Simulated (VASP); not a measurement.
Set up this calculation in VASP 6.6.1, as the native input.

* Task: electric field gradients
* Functional: LDA
* Potentials or basis: VASP PAW LDA potentials, release 64 (Zn, O_h)
* Cutoff: 910 eV
* k mesh: 8 × 8 × 5
* Occupations: fermi-dirac, width 0.01 eV
* Spin: no spin polarisation
* Dipole correction: no
* Second run: hard_potentials
* Further INCAR settings: ALGO = Normal; EDIFF = 1e-08; NBANDS = 26

The structure of ZnO lies in POSCAR:

```
ZnO
1.0
    3.2275900217      0.0000000000      0.0000000000
   -1.6137950108      2.7951749517      0.0000000000
    0.0000000000      0.0000000000      5.1688741155
Zn O
2 2
Direct
    0.3333333333      0.6666666667      0.0000000000
    0.6666666667      0.3333333333      0.5000000000
    0.3333333333      0.6666666667      0.3821000000
    0.6666666667      0.3333333333      0.8821000000
```

This cell differs from its parent crystal: volume scaled by 0.98.

One way to write it, as run:

INCAR

```
PREC = Accurate
ENCUT = 910
EDIFF = 1E-8
ISMEAR = -1
SIGMA = 0.01
LREAL = False
LASPH = True
NELM = 120
ALGO = Normal
ISIF = 2
LWAVE = False
LCHARG = False
LEFG = True
NBANDS = 26
GGA_COMPAT = False
```

KPOINTS

```
Automatic mesh
0
Gamma
  8 8 5
```

Potentials or basis: VASP PAW LDA potentials, release 64 (Zn, O_h).

Command:

```sh
$ cat potpaw_LDA.64/Zn/POTCAR potpaw_LDA.64/O_h/POTCAR > POTCAR
$ mpirun -np 1 vasp_std > vasp.out
```

It gave:

```
Pressure               : -3.5 GPa
Largest force          : 0.041 eV/Å
Band gap on the k mesh : 0.78 eV, direct
```

Caveat: the cutoff is under 1.25 times the usual one of these potentials, so pressure, stress and relaxed cells hold a basis-set (Pulay) error; without QUAD_EFG the Cq values of the log hold for a quadrupole moment of 1 mb, not for the nuclei.

It took 96 s on 1 thread of AMD EPYC 7R43 64-Core Processor (Zen 3), with other jobs on the host, peak memory 0.19 GiB.
